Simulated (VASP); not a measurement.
# Al (Fm-3m) in VASP: a series of runs

Al is run at these levels: PBE; tasks: single point.

All numbers are computed with VASP 6.6.1; they aren't measurements. Logs are shortened: lines on timing, memory, paths and dates and some standing lists are left out, and cuts for length are marked.

## 1. The cell of the first run

It takes space group Fm-3m (No. 225, cubic). The conventional cell has a = 3.939 Å, b = 3.939 Å, c = 3.939 Å, α = 90.00°, β = 90.00°, γ = 90.00°. Al (site symmetry m-3m) has 12 Al at 2.79 Å within 3.7 Å.

## 2. Single point, PBE

INCAR

```
SYSTEM = Al
  PREC = Accurate
  ENCUT = 500
  EDIFF = 1E-6
  ISMEAR = -1
  SIGMA = 0.1
  LREAL = .False.
  LASPH = .True.
  NELM = 120
  ALGO = Normal
  ISIF = 2
  LWAVE = .False.
  LCHARG = .True.
  GGA = PE
  LELF = .True.
  LVHAR = .True.
  NBANDS = 8
  GGA_COMPAT = .False.
```

KPOINTS

```
regular mesh
0
Gamma
  4 4 4
  0 0 0
```

POSCAR

```
Al
1.0
    0.0000000000      1.9694923731      1.9694923731
    1.9694923731      0.0000000000      1.9694923731
    1.9694923731      1.9694923731      0.0000000000
Al
1
Direct
    0.0000000000      0.0000000000      0.0000000000
```

Potentials or basis: VASP PAW PBE potentials, release 64 (Al).

The run is started by

```
$ cat potpaw_PBE.64/Al/POTCAR > POTCAR
$ mpirun -np 1 vasp_std > vasp.out
```

OUTCAR:

```text
SYSTEM = Al
   PREC = Accurate
   ENCUT = 500
   EDIFF = 1E-6
   ISMEAR = -1
   LREAL = .False.
   LASPH = .True.
   NELM = 120
   ISIF = 2
   GGA = PE

 ion  position               nearest neighbor table
   1  0.000  0.000  0.000-

  LATTYP: Found a face centered cubic cell.
 ALAT       =     3.9389847462

  Lattice vectors:

 A1 = (   0.0000000000,   1.9694923731,   1.9694923731)
 A2 = (   1.9694923731,   0.0000000000,   1.9694923731)
 A3 = (   1.9694923731,   1.9694923731,   0.0000000000)

Analysis of symmetry for initial positions (statically):
=====================================================================
 Subroutine PRICEL returns:
 Original cell was already a primitive cell.

 Routine SETGRP: Setting up the symmetry group for a
 face centered cubic supercell.

 Subroutine GETGRP returns: Found 48 space group operations
 (whereof 48 operations were pure point group operations)
 out of a pool of 48 trial point group operations.

The static configuration has the point symmetry O_h .

Analysis of symmetry for dynamics (positions and initial velocities):
=====================================================================
 Subroutine PRICEL returns:
 Original cell was already a primitive cell.

 Routine SETGRP: Setting up the symmetry group for a
 face centered cubic supercell.

 Subroutine GETGRP returns: Found 48 space group operations
 (whereof 48 operations were pure point group operations)
 out of a pool of 48 trial point group operations.

The dynamic configuration has the point symmetry O_h .

 Subroutine INISYM returns: Found 48 space group operations
 (whereof 48 operations are pure point group operations),
 and found     1 'primitive' translations

----------------------------------------------------------------------------------------

                                     Primitive cell

  volume of cell :      15.2789

  direct lattice vectors                    reciprocal lattice vectors
     0.000000000  1.969492373  1.969492373    -0.253872524  0.253872524  0.253872524
     1.969492373  0.000000000  1.969492373     0.253872524 -0.253872524  0.253872524
     1.969492373  1.969492373  0.000000000     0.253872524  0.253872524 -0.253872524

  length of vectors
     2.785282825  2.785282825  2.785282825     0.439720110  0.439720110  0.439720110

  position of ions in fractional coordinates (direct lattice)
     0.000000000  0.000000000  0.000000000

  ion indices of the primitive-cell ions
   primitive index   ion index
                 1           1

----------------------------------------------------------------------------------------

 KPOINTS: regular mesh

Automatic generation of k-mesh.
 Grid dimensions read from file:
 generate k-points for:    4    4    4

 Generating k-lattice:

  Cartesian coordinates                     Fractional coordinates (reciprocal lattice)
    -0.063468131  0.063468131  0.063468131     0.250000000  0.000000000  0.000000000
     0.063468131 -0.063468131  0.063468131     0.000000000  0.250000000  0.000000000
     0.063468131  0.063468131 -0.063468131     0.000000000  0.000000000  0.250000000

  Length of vectors
     0.109930028  0.109930028  0.109930028

  Shift w.r.t. Gamma in fractional coordinates (k-lattice)
     0.000000000  0.000000000  0.000000000

 Subroutine IBZKPT returns following result:
 ===========================================

 Found      8 irreducible k-points:

 Following reciprocal coordinates:
            Coordinates               Weight
  0.000000  0.000000  0.000000      1.000000
  0.250000  0.000000  0.000000      8.000000
  0.500000  0.000000  0.000000      4.000000
  0.250000  0.250000  0.000000      6.000000
  0.500000  0.250000  0.000000     24.000000
 -0.250000  0.250000  0.000000     12.000000
  0.500000  0.500000  0.000000      3.000000
 -0.250000  0.500000  0.250000      6.000000
   k-points           NKPTS =      8   k-points in BZ     NKDIM =      8   number of bands    NBANDS=      8
   number of dos      NEDOS =    301   number of ions     NIONS =      1
   total plane-waves  NPLWV =   8000
   dimension x,y,z NGX =    20 NGY =   20 NGZ =   20
   dimension x,y,z NGXF=    40 NGYF=   40 NGZF=   40
   ions per type =               1
   NGX,Y,Z   is equivalent  to a cutoff of  11.94, 11.94, 11.94 a.u.
   NGXF,Y,Z  is equivalent  to a cutoff of  23.87, 23.87, 23.87 a.u.
 SYSTEM =  Al
   PREC   = accura    normal or accurate (medium, high low for compatibility)
   ISTART =      0    job   : 0-new  1-cont  2-samecut
   ICHARG =      2    charge: 1-file 2-atom 10-const
   ISPIN  =      1    spin polarized calculation?
   LNONCOLLINEAR =      F non collinear calculations
   LSORBIT =      F    spin-orbit coupling
   LASPH  =      T    aspherical Exc in radial PAW
   ENCUT  =  500.0 eV  36.75 Ry    6.06 a.u.   5.08  5.08  5.08*2*pi/ulx,y,z
   NELM   =    120;   NELMIN=  2; NELMDL= -5     # of ELM steps
   EDIFF  = 0.1E-05   stopping-criterion for ELM
   LREAL  =      F    real-space projection
   EDIFFG = 0.1E-04   stopping-criterion for IOM
   NSW    =      0    number of steps for IOM
   IBRION =     -1    ionic relax: 0-MD 1-quasi-New 2-CG
   NFREE  =      0    steps in history (QN), initial steepest desc. (CG)
   ISIF   =      2    stress and relaxation
   ISYM   =      2    0-nonsym 1-usesym 2-fastsym
   POTIM  = 0.5000    time-step for ionic-motion
   TEBEG  =    0.0;   TEEND  =   0.0 temperature during run
   PSTRESS=    0.0 pullay stress
   NELECT =       3.0000    total number of electrons
   NUPDOWN=      -1.0000    fix difference up-down
   EMIN   =  10.00;   EMAX   =-10.00  energy-range for DOS
   EFERMI =   0.00;   METHOD = LEGACY
   ISMEAR =    -1;   SIGMA  =   0.10  broadening in eV -4-tet -1-fermi 0-gaus
   EFERMI_NEDOS =   21; number of points for ismear=-14 and -15
   IALGO  =     38    algorithm
   IMIX   =      4    mixing-type and parameters
     AMIX     =   0.40;   BMIX     =  1.00
     AMIX_MAG =   1.60;   BMIX_MAG =  1.00
  volume/ion in A,a.u.               =      15.28       103.11
  Fermi-wavevector in a.u.,A,eV,Ry     =   0.951519  1.798111 12.318566  0.905389
  Thomas-Fermi vector in A             =   2.079997
   LORBIT       =      0    0 simple, 1 ext, 2 COOP (PROOUT), +10 PAW based schemes
   GGA     = PE    functional components
   LHFCALC =     F    Hartree Fock is set to
   AEXX    =    0.0000 exact exchange contribution
   IVDW    =     0    specifies the selected vdW correction
   LEPSILON=     F    determine dielectric tensor
   LRPA    =     F    only Hartree local field effects (RPA)
 non-spin polarized calculation
  energy-cutoff  :      500.00
  volume of cell :       15.28
 maximum number of plane-waves:       399
   NGX = 11   NGY = 11   NGZ = 11

 number of electron       3.0000000 magnetization

 Free energy of the ion-electron system (eV)
  ---------------------------------------------------
  ext. energy  EPLUGINS =         0.00000000
  ---------------------------------------------------
  free energy    TOTEN  =        -3.45154908 eV

  energy without entropy =       -3.40819304  energy(sigma->0) =       -3.42987106

 E-fermi :   8.1851     XC(G=0): -10.4736

 val. band max:        8.0361364399   @ k =   0.5000   0.2500   0.0000
 cond. band min:       8.8534659078   @ k =  -0.2500   0.5000   0.2500
 fundamental gap:      0.8173294679
 Fermi energy:         8.1850889051

 k-point     1 :       0.0000    0.0000    0.0000
  band No.  band energies     occupation
      1      -2.8463      2.00000
      2      21.8872      0.00000
      3      21.8872      0.00000
      4      21.8872      0.00000
      5      23.9810      0.00000
      6      23.9810      0.00000
      7      23.9810      0.00000
      8      25.8719      0.00000

 k-point     2 :       0.2500    0.0000    0.0000
  band No.  band energies     occupation
      1      -1.0699      2.00000
      2      12.4287      0.00000
      3      20.3007      0.00000
      4      20.3007      0.00000
      5      23.9211      0.00000
      6      24.3554      0.00000
      7      24.3554      0.00000
      8      28.5377      0.00000

 k-point     3 :       0.5000    0.0000    0.0000
  band No.  band energies     occupation
      1       3.9243      2.00000
      2       4.3466      2.00000
      3      20.6512      0.00000
      4      20.6512      0.00000
      5      21.0926      0.00000
      6      21.0926      0.00000
      7      24.4604      0.00000
      8      25.1507      0.00000

 k-point     4 :       0.2500    0.2500    0.0000
  band No.  band energies     occupation
      1      -0.4833      2.00000
      2      16.4479      0.00000
      3      16.7899      0.00000
      4      16.7899      0.00000
      5      17.4394      0.00000
      6      20.7418      0.00000
      7      31.2524      0.00000
      8      32.0346      0.00000

 k-point     5 :       0.5000    0.2500    0.0000
  band No.  band energies     occupation
      1       3.5405      2.00000
      2       8.0361      1.63201
      3      12.6867      0.00000
      4      16.3048      0.00000
      5      18.0363      0.00000
      6      25.8411      0.00000
      7      28.4451      0.00000
      8      31.5694      0.00000

 k-point     6 :      -0.2500    0.2500    0.0000
  band No.  band energies     occupation
      1       1.8372      2.00000
      2      10.0660      0.00000
      3      11.8203      0.00000
      4      18.8407      0.00000
      5      20.8884      0.00000
      6      26.4852      0.00000
      7      27.5081      0.00000
      8      28.5938      0.00000

 k-point     7 :       0.5000    0.5000    0.0000
  band No.  band energies     occupation
      1       5.7227      2.00000
      2       7.2025      1.99989
      3      14.1088      0.00000
      4      14.7989      0.00000
      5      14.7989      0.00000
      6      18.6629      0.00000
      7      35.4411      0.00000
      8      37.0352      0.00000

 k-point     8 :      -0.2500    0.5000    0.2500
  band No.  band energies     occupation
      1       7.8891      1.90142
      2       7.8891      1.90142
      3       8.8535      0.00250
      4      10.3836      0.00000
      5      25.3670      0.00000
      6      25.3670      0.00000
      7      26.2437      0.00000
      8      28.2199      0.00000

------------------------ aborting loop because EDIFF is reached ----------------------------------------

  FORCE on cell =-STRESS in cart. coord.  units (eV):
  Direction    XX          YY          ZZ          XY          YZ          ZX
  --------------------------------------------------------------------------------------
  -------------------------------------------------------------------------------------
  Total        0.8288099      0.8288099      0.8288099     -0.0000000      0.0000000      0.0000000
  in kB       86.9105668     86.9105668     86.9105668     -0.0000000      0.0000000      0.0000000
  external PRESSURE =      86.9105668 kB  Pullay stress =       0.0000000 kB

 VOLUME and BASIS-vectors are now :
 -----------------------------------------------------------------------------
  energy-cutoff  :      500.00
  volume of cell :       15.28
      direct lattice vectors                 reciprocal lattice vectors
     0.000000000  1.969492373  1.969492373    -0.253872524  0.253872524  0.253872524
     1.969492373  0.000000000  1.969492373     0.253872524 -0.253872524  0.253872524
     1.969492373  1.969492373  0.000000000     0.253872524  0.253872524 -0.253872524

 POSITION                                       TOTAL-FORCE (eV/Angst)
 -----------------------------------------------------------------------------------
      0.00000      0.00000      0.00000         0.000000     -0.000000      0.000000
 -----------------------------------------------------------------------------------
    total drift:                               -0.000000     -0.000000     -0.000000

  FREE ENERGIE OF THE ION-ELECTRON SYSTEM (eV)
  ---------------------------------------------------
  free  energy   TOTEN  =        -3.4515490794 eV

  energy  without entropy=       -3.4081930401  energy(sigma->0) =       -3.42987106
```

It took 2.7 s on 1 thread of AMD EPYC 7R13, shared host; peak memory 0.08 GiB.

What came out:

```
Free energy : -3.4515 eV
Pressure    : 8.7 GPa
```

Caveat: the k points lie up to 0.69 Å⁻¹ apart.

## 3. Single point, PBE

This run uses another cell than the first one, of 15.94 Å³/atom, 1.043 times its volume.

INCAR

```
ALGO = Normal
EDIFF = 1E-6
ENCUT = 500
GGA = PE
GGA_COMPAT = False
ISIF = 2
ISMEAR = -1
LASPH = True
LCHARG = False
LREAL = False
LWAVE = False
NBANDS = 8
NELM = 120
PREC = Accurate
SIGMA = 0.1
```

KPOINTS

```
k-points
0
Gamma
  4 4 4
```

POSCAR

```
Al
1.0
    0.0000000000      1.9976317802      1.9976317802
    1.9976317802      0.0000000000      1.9976317802
    1.9976317802      1.9976317802      0.0000000000
Al
1
Direct
    0.0000000000      0.0000000000      0.0000000000
```

Potentials or basis: VASP PAW PBE potentials, release 64 (Al).

The run is started by

```
$ cat potpaw_PBE.64/Al/POTCAR > POTCAR
$ mpirun -np 1 vasp_std > vasp.out
```

Wall time 2.1 s (1 thread of AMD EPYC 7R13, shared host); peak memory 0.1 GiB.

The run converged. Its results:

```yaml
Free_energy: -3.4778 eV
Pressure: 4.1 GPa
```

Levels at points of the mesh, in eV from the Fermi level:
```csv
k point,band 1,band 2,band 3,band 4
"(0.00, 0.00, 0.00)",-10.76,13.43,13.43,13.43
"(0.50, 0.00, 0.00)",-4.11,-3.81,12.24,12.24
"(0.50, 0.50, 0.00)",-2.39,-0.99,5.89,6.38
```

Caveat: the k points lie up to 0.68 Å⁻¹ apart.

## 4. Single point, PBE

This run uses another cell than the first one, of 15.94 Å³/atom, 1.043 times its volume.

INCAR

```
SYSTEM = Al
PREC = Accurate
ENCUT = 500
EDIFF = 1E-6
ISMEAR = -1
SIGMA = 0.1
LREAL = .False.
LASPH = .True.
NELM = 120
ALGO = Normal
ISIF = 2
LWAVE = .False.
LCHARG = .False.
GGA = PE
NBANDS = 8
GGA_COMPAT = .False.
```

KPOINTS

```
Automatic mesh
0
Gamma
  4 4 4
  0 0 0
```

POSCAR is that of step 3.

The run is started by

```
$ cat potpaw_PBE.64/Al/POTCAR > POTCAR
$ mpirun -np 1 vasp_std > vasp.out
```

Run time: 3.2 s. Hardware: 1 thread of AMD EPYC 7R13, shared host; peak memory 0.1 GiB.

The run converged. Its results:

| Property | Result |
| --- | --- |
| Free energy | -3.4778 eV |
| Pressure | 4.1 GPa |

Levels at points of the mesh, in eV from the Fermi level:
```csv
k point,band 1,band 2,band 3,band 4,band 5
"(0.00, 0.00, 0.00)",-10.76,13.43,13.43,13.43,15.19
"(0.50, 0.00, 0.00)",-4.11,-3.81,12.24,12.24,12.40
"(0.50, 0.50, 0.00)",-2.39,-0.99,5.89,6.38,6.38
```

Caveat: the k points lie up to 0.68 Å⁻¹ apart.

[end of part 1 of 2]
